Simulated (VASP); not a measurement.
Here is a VASP 6.6.1 calculation.

The input INCAR:

```
SYSTEM = Ba
  PREC = Accurate
  ENCUT = 500
  EDIFF = 1E-6
  ISMEAR = 0
  SIGMA = 0.15
  LREAL = .False.
  LASPH = .True.
  NELM = 120
  ALGO = Normal
  ISIF = 2
  LWAVE = .False.
  LCHARG = .False.
  GGA = PS
  NBANDS = 11
  GGA_COMPAT = .False.
```

KPOINTS

```
regular mesh
0
Gamma
  14 14 8
  0 0 0
```

Contents of POSCAR:

```
Ba
1.0
    1.7986000000     -3.3580000000      0.0000000000
    1.7986000000      3.3580000000      0.0000000000
    0.0000000000      0.0000000000      6.1560000000
Ba
1
Direct
    0.0000000000      0.0000000000      0.0000000000
```

Potentials or basis: VASP PAW PBE potentials, release 64 (Ba_sv).

Run with:

```sh
$ cat potpaw_PBE.64/Ba_sv/POTCAR > POTCAR
$ mpirun -np 1 vasp_std > vasp.out
```

(1) What does it give for the band gap on the k mesh?

(2) What does it give for the pressure?

## Answers

(1) zero (bands 5 and 6 overlap by 1.27 eV).

(2) 1.6 GPa.

Caveat: the cell differs from its parent crystal (strain -0.080 along x and y, +0.080 along z); the stress differs along the axes, from -2 to 4 GPa; the PAW data sets were made with another functional, which shifts forces and pressure a little; spin-orbit coupling is left out, which moves the levels of the heavy elements.
